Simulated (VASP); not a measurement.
A run of VASP 6.6.1:

File INCAR:

```
  PREC = Accurate
  ENCUT = 520
  EDIFF = 1E-6
  ISMEAR = 0
  SIGMA = 0.1
  LREAL = F
  LASPH = T
  NELM = 100
  ALGO = Normal
  ISIF = 2
  LWAVE = F
  LCHARG = F
  LDIPOL = T
  IDIPOL = 3
  DIPOL = 0.5 0.5 0.294
  GGA = PE
  NBANDS = 11
```

File KPOINTS:

```
regular mesh
0
Gamma
  6 6 1
```

POSCAR

```
Hf
1.0
    2.8989538347      0.0000000000      0.0000000000
   -1.4494769174      2.5105676653      0.0000000000
    0.0000000000      0.0000000000     23.8000000000
Hf
1
Direct
    0.0000000000      0.0000000000      0.2941176471
```

Potentials or basis: VASP PAW PBE potentials, release 64 (Hf_pv).

Launch:

```bash
$ cat potpaw_PBE.64/Hf_pv/POTCAR > POTCAR
$ mpirun -np 1 vasp_std > vasp.out
```

Hardware: 1 thread of AMD EPYC 7R43 64-Core Processor (Zen 3), on a shared host.

Question: Estimate the wall time of this run.

Answer: Wall time 32 s on 1 thread of AMD EPYC 7R43 64-Core Processor (Zen 3) (shared host), peak memory 0.24 GiB. Counts: scf iterations 21, k points 7.
